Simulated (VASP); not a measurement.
A run of VASP 6.6.1 is set up as follows.

Contents of INCAR:

```
SYSTEM = WC
  PREC = Accurate
  ENCUT = 600
  EDIFF = 1E-6
  ISMEAR = 0
  SIGMA = 0.1
  LREAL = .FALSE.
  LASPH = .TRUE.
  NELM = 60
  ALGO = Normal
  ISIF = 3
  LWAVE = .FALSE.
  LCHARG = .FALSE.
  GGA = PE
  IBRION = 2
  NSW = 100
  EDIFFG = -0.05
```

The input KPOINTS:

```
Automatic mesh
0
G
  9 9 8
  0 0 0
```

File POSCAR:

```
WC
1.0
    2.8820700000      0.0000000000      0.0000000000
   -1.4410350000      2.4959458400      0.0000000000
    0.0000000000      0.0000000000      2.8238700000
W C
1 1
Direct
    0.0000000000      0.0000000000      0.0000000000
    0.6666666700      0.3333333300      0.5000000000
```

Potentials or basis: VASP PAW PBE potentials, release 64 (W_sv, C).

The run is started by

```bash
$ cat potpaw_PBE.64/W_sv/POTCAR potpaw_PBE.64/C/POTCAR > POTCAR
$ mpirun -np 1 vasp_std > vasp.out
```

(1) Estimate the relaxed cell.

(2) Estimate the space group after relaxing (to 0.05 Å).

Results:

(1) a = 2.924 Å, b = 2.924 Å, c = 2.848 Å, α = 90.00°, β = 90.00°, γ = 120.00°.

(2) P-6m2 (No. 187).
